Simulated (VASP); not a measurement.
# CsPbCl3 (Pm-3m) in VASP: settings compared

Aim: see how the results for CsPbCl3 move with the level of theory and the settings. Levels: BLYP, r2SCAN. Tasks: relaxation of cell and atoms.

Everything below comes from runs of VASP 6.6.1. Logs are shortened: lines on timing, memory, paths and dates and some standing lists are left out, and cuts for length are marked.

## 1. The cell of the first run

The structure is cubic, space group Pm-3m (No. 221). The conventional cell has a = 5.605 Å, b = 5.605 Å, c = 5.605 Å, α = 90.00°, β = 90.00°, γ = 90.00°. Within 3.7 Å of Pb (site symmetry m-3m) lie 6 Cl at 2.80 Å. Within 5.2 Å of Cs (site symmetry m-3m) lie 12 Cl at 3.96 Å and 8 Pb at 4.85 Å. Cl (site symmetry 4/mmm) has 2 Pb at 2.80 Å within 3.7 Å.

## 2. Relaxation of cell and atoms, BLYP

File INCAR:

```
AGGAC = 1.0 ; AGGAX = 1.0
ALDAC = 0.0 ; ALDAX = 1.0
ALGO = Normal ; EDIFF = 1E-7
EDIFFG = -0.01 ; ENCUT = 600
GGA = B5 ; IBRION = 2
ISIF = 3 ; ISMEAR = -1
LASPH = True ; LCHARG = False
LREAL = False ; LWAVE = False
NELM = 100 ; NSW = 60
PREC = Accurate ; SIGMA = 0.05
```

File KPOINTS:

```
k-points
0
Gamma
  5 5 5
```

File POSCAR:

```
CsPbCl3
1.0
    5.6050000000      0.0000000000      0.0000000000
    0.0000000000      5.6050000000      0.0000000000
    0.0000000000      0.0000000000      5.6050000000
Pb Cs Cl
1 1 3
Direct
    0.5000000000      0.5000000000      0.5000000000
    0.0000000000      0.0000000000      0.0000000000
    0.5000000000      0.0000000000      0.5000000000
    0.0000000000      0.5000000000      0.5000000000
    0.5000000000      0.5000000000      0.0000000000
```

Potentials or basis: VASP PAW PBE potentials, release 64 (Pb_d, Cs_sv, Cl).

Launch:

```bash
$ cat potpaw_PBE.64/Pb_d/POTCAR potpaw_PBE.64/Cs_sv/POTCAR potpaw_PBE.64/Cl/POTCAR > POTCAR
$ mpirun -np 1 vasp_std > vasp.out
```

OUTCAR:

```text
EDIFF = 1E-7
   EDIFFG = -0.01
   ENCUT = 600
   GGA = B5
   IBRION = 2
   ISIF = 3
   ISMEAR = -1
   LASPH = True
   LREAL = False
   NELM = 100
   NSW = 60
   PREC = Accurate

 ion  position               nearest neighbor table
   1  0.500  0.500  0.500-   3 2.80   4 2.80   5 2.80   5 2.80   3 2.80   4 2.80
   2  0.000  0.000  0.000-
   3  0.500  0.000  0.500-   1 2.80   1 2.80
   4  0.000  0.500  0.500-   1 2.80   1 2.80
   5  0.500  0.500  0.000-   1 2.80   1 2.80

  LATTYP: Found a simple cubic cell.
 ALAT       =     5.6050000000

  Lattice vectors:

 A1 = (   5.6050000000,   0.0000000000,   0.0000000000)
 A2 = (   0.0000000000,   5.6050000000,   0.0000000000)
 A3 = (   0.0000000000,   0.0000000000,   5.6050000000)

Analysis of symmetry for initial positions (statically):
=====================================================================
 Subroutine PRICEL returns:
 Original cell was already a primitive cell.

 Routine SETGRP: Setting up the symmetry group for a
 simple cubic supercell.

 Subroutine GETGRP returns: Found 48 space group operations
 (whereof 48 operations were pure point group operations)
 out of a pool of 48 trial point group operations.

The static configuration has the point symmetry O_h .

Analysis of symmetry for dynamics (positions and initial velocities):
=====================================================================
 Subroutine PRICEL returns:
 Original cell was already a primitive cell.

 Routine SETGRP: Setting up the symmetry group for a
 simple cubic supercell.

 Subroutine GETGRP returns: Found 48 space group operations
 (whereof 48 operations were pure point group operations)
 out of a pool of 48 trial point group operations.

The dynamic configuration has the point symmetry O_h .

 Subroutine INISYM returns: Found 48 space group operations
 (whereof 48 operations are pure point group operations),
 and found     1 'primitive' translations

----------------------------------------------------------------------------------------

                                     Primitive cell

  volume of cell :     176.0868

  direct lattice vectors                    reciprocal lattice vectors
     5.605000000  0.000000000  0.000000000     0.178412132  0.000000000  0.000000000
     0.000000000  5.605000000  0.000000000     0.000000000  0.178412132  0.000000000
     0.000000000  0.000000000  5.605000000     0.000000000  0.000000000  0.178412132

  length of vectors
[... 63 lines left out ...]
 SYSTEM =  unknown system
   PREC   = accura    normal or accurate (medium, high low for compatibility)
   ISTART =      0    job   : 0-new  1-cont  2-samecut
   ICHARG =      2    charge: 1-file 2-atom 10-const
   ISPIN  =      1    spin polarized calculation?
   LNONCOLLINEAR =      F non collinear calculations
   LSORBIT =      F    spin-orbit coupling
   LASPH  =      T    aspherical Exc in radial PAW
   ENCUT  =  600.0 eV  44.10 Ry    6.64 a.u.  11.19 11.19 11.19*2*pi/ulx,y,z
   NELM   =    100;   NELMIN=  2; NELMDL= -5     # of ELM steps
   EDIFF  = 0.1E-06   stopping-criterion for ELM
   LREAL  =      F    real-space projection
   EDIFFG = -.1E-01   stopping-criterion for IOM
   NSW    =     60    number of steps for IOM
   IBRION =      2    ionic relax: 0-MD 1-quasi-New 2-CG
   NFREE  =      1    steps in history (QN), initial steepest desc. (CG)
   ISIF   =      3    stress and relaxation
   ISYM   =      2    0-nonsym 1-usesym 2-fastsym
   POTIM  = 0.5000    time-step for ionic-motion
   TEBEG  =    0.0;   TEEND  =   0.0 temperature during run
   PSTRESS=    0.0 pullay stress
   NELECT =      44.0000    total number of electrons
   NUPDOWN=      -1.0000    fix difference up-down
   EMIN   =  10.00;   EMAX   =-10.00  energy-range for DOS
   EFERMI =   0.00;   METHOD = LEGACY
   ISMEAR =    -1;   SIGMA  =   0.05  broadening in eV -4-tet -1-fermi 0-gaus
   EFERMI_NEDOS =   21; number of points for ismear=-14 and -15
   IALGO  =     38    algorithm
   IMIX   =      4    mixing-type and parameters
     AMIX     =   0.40;   BMIX     =  1.00
     AMIX_MAG =   1.60;   BMIX_MAG =  1.00
  volume/ion in A,a.u.               =      35.22       237.66
  Fermi-wavevector in a.u.,A,eV,Ry     =   1.031138  1.948568 14.466333  1.063245
  Thomas-Fermi vector in A             =   2.165271
   LORBIT       =      0    0 simple, 1 ext, 2 COOP (PROOUT), +10 PAW based schemes
   GGA     = B5    functional components
   LHFCALC =     F    Hartree Fock is set to
   AEXX    =    0.0000 exact exchange contribution
   IVDW    =     0    specifies the selected vdW correction
   LEPSILON=     F    determine dielectric tensor
   LRPA    =     F    only Hartree local field effects (RPA)
 conjugate gradient relaxation of ions
 non-spin polarized calculation
  energy-cutoff  :      600.00
  volume of cell :      176.09
 maximum number of plane-waves:      5896
 NGX is ok and might be reduce to    48
   NGX = 23   NGY = 23   NGZ = 23

--------------------------------------- Ionic step        1  -------------------------------------------

 number of electron      43.9999992 magnetization

 Free energy of the ion-electron system (eV)
  ---------------------------------------------------
  ext. energy  EPLUGINS =         0.00000000
  ---------------------------------------------------
  free energy    TOTEN  =       -16.09735476 eV

  energy without entropy =      -16.09735476  energy(sigma->0) =      -16.09735476

------------------------ aborting loop because EDIFF is reached ----------------------------------------

  FORCE on cell =-STRESS in cart. coord.  units (eV):
  Direction    XX          YY          ZZ          XY          YZ          ZX
  --------------------------------------------------------------------------------------
  -------------------------------------------------------------------------------------
  Total        3.5629834      3.5629834      3.5629834     -0.0000000      0.0000000     -0.0000000
  in kB       32.4188440     32.4188440     32.4188440     -0.0000000      0.0000000     -0.0000000
  external PRESSURE =      32.4188440 kB  Pullay stress =       0.0000000 kB
[... 65 lines left out ...]
--------------------------------------- Ionic step        3  -------------------------------------------

 number of electron      43.9999998 magnetization

 Free energy of the ion-electron system (eV)
  ---------------------------------------------------
  ext. energy  EPLUGINS =         0.00000000
  ---------------------------------------------------
  free energy    TOTEN  =       -16.30698470 eV

  energy without entropy =      -16.30698470  energy(sigma->0) =      -16.30698470

 E-fermi :   1.2265     XC(G=0):  -7.0005

 val. band max:        0.1672562731   @ k =   0.4000   0.4000   0.4000
 cond. band min:       3.3712498299   @ k =   0.4000   0.4000   0.4000
 fundamental gap:      3.2039935568
 Fermi energy:         1.2264646110

 k-point     1 :       0.0000    0.0000    0.0000
  band No.  band energies     occupation
      1     -20.1434      2.00000
      2     -15.6488      2.00000
      3     -15.6488      2.00000
      4     -15.5344      2.00000
      5     -15.5344      2.00000
      6     -15.5344      2.00000
[... 311 lines left out ...]
  FREE ENERGIE OF THE ION-ELECTRON SYSTEM (eV)
  ---------------------------------------------------
  free  energy   TOTEN  =       -16.3069847036 eV

  energy  without entropy=      -16.3069847035  energy(sigma->0) =      -16.30698470

 reached required accuracy - stopping structural energy minimisation
```

Wall time 4.1 min (1 thread of Intel Xeon Platinum 8259CL at 2.50GHz (Skylake/Cascade Lake), shared host); peak memory 0.37 GiB.

Results:

```yaml
Free_energy: -16.3070 eV
Relaxed_volume: 39.92 Å³/atom
Relaxed_cell: a = 5.844 Å, b = 5.844 Å, c = 5.844 Å, α = 90.00°, β = 90.00°, γ = 90.00°
Space_group_after_relaxing_to_0.1_Å: Pm-3m (No. 221)
Energy_gained_by_relaxing: 41.9 meV/atom
Ionic_steps: 3
Pressure_after_relaxing: 0.0 GPa
Band_gap_on_the_k_mesh: 3.20 eV
```

The path:
```
step  energy change (eV)  largest force (eV/Å)  pressure (GPa)  volume (Å³)
   1              0.0000                0.0000            3.24       176.09
   2             -0.2033                0.0000            0.46       194.88
   3             -0.2096                0.0000           -0.03       199.60
```

Final structure:
```
Pb Cs Cl
1.0
     5.84415    0.00000    0.00000
     0.00000    5.84415    0.00000
     0.00000    0.00000    5.84415
Pb Cs Cl
1 1 3
Direct
  0.50000 0.50000 0.50000
  0.00000 0.00000 0.00000
  0.50000 0.00000 0.50000
  0.00000 0.50000 0.50000
  0.50000 0.50000 0.00000
```

Caveat: the PAW data sets were made with another functional, which shifts forces and pressure a little; spin-orbit coupling is left out, which moves the levels of the heavy elements; an odd mesh through Γ misses points on the zone boundary, where band edges can lie. BLYP gives volumes clearly too large for solids.

## 3. Relaxation of cell and atoms, r2SCAN

POSCAR is that of step 2.

File INCAR.step1:

```
SYSTEM = CsPbCl3
ALGO = Normal
EDIFF = 1E-4
ENCUT = 600
GGA = PE
ISMEAR = -1
LASPH = .TRUE.
LCHARG = .FALSE.
LREAL = .FALSE.
LWAVE = .TRUE.
NELM = 80
PREC = Accurate
SIGMA = 0.05
```

File INCAR.step2:

```
SYSTEM = CsPbCl3
ALGO = Normal
EDIFF = 1E-6
EDIFFG = -0.01
ENCUT = 600
IBRION = 2
ISIF = 3
ISMEAR = -1
ISTART = 1
LASPH = .TRUE.
LCHARG = .FALSE.
LMIXTAU = .TRUE.
LREAL = .FALSE.
LWAVE = .FALSE.
METAGGA = R2SCAN
NELM = 80
NSW = 60
PREC = Accurate
SIGMA = 0.05
```

File KPOINTS:

```
k-points
0
G
  5 5 5
  0 0 0
```

Potentials or basis: VASP PAW PBE potentials, release 64 (Pb_d, Cs_sv, Cl).

Launch:

```bash
$ cat potpaw_PBE.64/Pb_d/POTCAR potpaw_PBE.64/Cs_sv/POTCAR potpaw_PBE.64/Cl/POTCAR > POTCAR
$ cp INCAR.step1 INCAR
$ mpirun -np 1 vasp_std > vasp.out
$ cp INCAR.step2 INCAR
$ mpirun -np 1 vasp_std > vasp.out
```

Wall time 7.4 min (1 thread of Intel Xeon Platinum 8259CL at 2.50GHz (Skylake/Cascade Lake), shared host); peak memory 0.4 GiB.

It converged, with:

| Property | Result |
| --- | --- |
| Free energy | -108.1945 eV |
| Relaxed volume | 36.48 Å³/atom |
| Relaxed cell | a = 5.671 Å, b = 5.671 Å, c = 5.671 Å, α = 90.00°, β = 90.00°, γ = 90.00° |
| Space group after relaxing (to 0.1 Å) | Pm-3m (No. 221) |
| Energy gained by relaxing | 3.7 meV/atom |
| Ionic steps | 3 |
| Pressure after relaxing | 0.0 GPa |
| Band gap on the k mesh | 3.40 eV |

Step by step:
```
step  energy change (eV)  largest force (eV/Å)  pressure (GPa)  volume (Å³)
   1              0.0000                0.0000            0.96       176.09
   2             -0.0181                0.0000            0.12       181.54
   3             -0.0185                0.0000            0.01       182.40
```

Final structure:
```cif
data_structure
_symmetry_space_group_name_H-M 'P 1'
_symmetry_Int_Tables_number 1
_cell_length_a 5.6712
_cell_length_b 5.6712
_cell_length_c 5.6712
_cell_angle_alpha 90.000
_cell_angle_beta 90.000
_cell_angle_gamma 90.000
_cell_volume 182.40
loop_
_atom_site_label
_atom_site_type_symbol
_atom_site_fract_x
_atom_site_fract_y
_atom_site_fract_z
_atom_site_occupancy
Pb1 Pb 0.50000 0.50000 0.50000 1
Cs1 Cs 0.00000 0.00000 0.00000 1
Cl1 Cl 0.50000 0.00000 0.50000 1
Cl2 Cl 0.00000 0.50000 0.50000 1
Cl3 Cl 0.50000 0.50000 0.00000 1
```

Levels at points of the mesh, in eV from the valence-band top:
```tsv
k point	band 20	band 21	band 22	band 23	band 24	band 25
(0.00, 0.00, 0.00)	-1.92	-1.92	-1.92	4.53	5.43	5.43
```

Caveat: the PAW data sets were made with another functional, which shifts forces and pressure a little; spin-orbit coupling is left out, which moves the levels of the heavy elements; an odd mesh through Γ misses points on the zone boundary, where band edges can lie.
